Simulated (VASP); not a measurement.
Wanted: the native input for a VASP 6.6.1 run.

- Task: single point
- Functional: PBEsol
- Potentials or basis: VASP PAW PBE potentials, release 64 (Cu, O)
- Cutoff: 520 eV
- k mesh: 6 × 6 × 6
- Occupations: fermi-dirac, width 0.05 eV
- Spin: no spin polarisation
- Dipole correction: no
- Further INCAR settings: ALGO = Normal; EDIFF = 1e-06; NBANDS = 34

The structure of CuO lies in POSCAR:

```
CuO
1.0
    4.1609370000      0.0000000000      0.0000000000
    0.0000000000      4.1609370000      0.0000000000
    0.0000000000      0.0000000000      3.8098901400
Cu O
3 3
Direct
    0.5000000000      0.0000000000      0.5000000000
    0.0000000000      0.5000000000      0.5000000000
    0.0000000000      0.0000000000      0.0000000000
    0.0000000000      0.0000000000      0.5000000000
    0.5000000000      0.0000000000      0.0000000000
    0.0000000000      0.5000000000      0.0000000000
```

One way to write it, as run:

INCAR

```
SYSTEM = CuO
  PREC = Accurate
  ENCUT = 520
  EDIFF = 1E-6
  ISMEAR = -1
  SIGMA = 0.05
  LREAL = .False.
  LASPH = .True.
  NELM = 60
  ALGO = Normal
  ISIF = 2
  LWAVE = .False.
  LCHARG = .False.
  GGA = PS
  NBANDS = 34
```

KPOINTS

```
Automatic mesh
0
Gamma
  6 6 6
  0 0 0
```

Potentials or basis: VASP PAW PBE potentials, release 64 (Cu, O).

The run is started by

```console
$ cat potpaw_PBE.64/Cu/POTCAR potpaw_PBE.64/O/POTCAR > POTCAR
$ mpirun -np 1 vasp_std > vasp.out
```

It gave:

```yaml
Pressure: -0.3 GPa
Band_gap_on_the_k_mesh: zero (an odd number of electrons rules out a gap without spin polarisation)
```

Caveat: the PAW data sets were made with another functional, which shifts forces and pressure a little; an odd number of electrons without spin polarisation forces a metal; a magnetic or distorted state may lie lower; semilocal functionals often make such compounds metallic where correlation or magnetic order opens a gap, which also shifts bond lengths.

Wall time 52 s on 1 thread of Intel(R) Xeon(R) Platinum 8488C (Sapphire Rapids), on a shared host, peak memory 0.21 GiB.
